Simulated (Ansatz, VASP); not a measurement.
**TaN in VASP and in Ansatz**

```
CELL_PARAMETERS angstrom
5.19600 0.02598 0.02598
-2.57550 4.48688 0.00951
0.01456 0.01456 2.91100
ATOMIC_POSITIONS crystal
Ta 0.33333 0.66667 0.50000
Ta 0.66667 0.33333 0.50000
Ta 0.00000 0.00000 0.00000
N 0.39285 0.00000 0.00000
N 0.60715 0.60715 0.00000
N 0.00000 0.39285 0.00000
```

Change from the starting cell: equal xy, yz and zx shear strains of +1 %.

Alike in both runs: task single point; functional PBEsol; k mesh 6 × 6 × 9; occupations fermi-dirac, width 0.01 eV; no spin polarisation.

|  | VASP | Ansatz |
| --- | --- | --- |
| version | VASP 6.6.1 | Ansatz 0.2.0 |
| potentials or method | VASP PAW PBE potentials, release 64 (Ta_pv, N), cutoff 520 eV | all-electron LAPW, scalar-relativistic |

```csv
,VASP,Ansatz,Ansatz less VASP
pressure (GPa),-2.9,-3.7,-0.84
"traceless stress, the component that is largest in VASP (GPa)",-1.91,-1.90,+0.016
rms of the force components (eV/Å),0.053,0.049,-0.0035
```

VASP's potentials were made for PBE, not for PBEsol. Atom by atom the forces differ by 0.009 eV/Å (rms over components). Ansatz ran all-electron here, and VASP with PAW potentials.

Neither program's run includes spin-orbit coupling.
